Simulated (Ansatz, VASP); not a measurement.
# Two plane-wave programs on Hf

```xyz
1
Lattice="2.8653 0.0000 0.0000 0.0000 2.8653 0.0000 0.0000 0.0000 2.8653" Properties=species:S:1:pos:R:3 pbc="T T T"
Hf    0.0000    0.0000    0.0000
```

Alike in both runs: functional PBEsol; k mesh 20 × 20 × 20; occupations gaussian, width 0.1 eV; no spin polarisation.

Ansatz relaxed the structure, and its values are those at the end. VASP's run is a single point on that final structure, the one shown.

|  | VASP | Ansatz |
| --- | --- | --- |
| version | VASP 6.6.1 | Ansatz 0.2.0 |
| potentials or method | VASP PAW PBE potentials, release 64 (Hf_pv), cutoff 520 eV | scalar-relativistic, plane waves, PAW |
| valence electrons in the cell | 10 | 26 |

```csv
,VASP,Ansatz,Ansatz less VASP
gap on the k mesh at the Fermi level (eV),none,none,-
pressure (GPa),-0.3,0.0,+0.26
```

VASP's potentials were made for PBE, not for PBEsol. A gap of «none» marks a metal or a gap that the smearing closes. VASP's potentials hold 10 valence electrons a cell and Ansatz's 26, so a difference there can come from the potentials and not from the codes.

Spin-orbit coupling is off throughout.
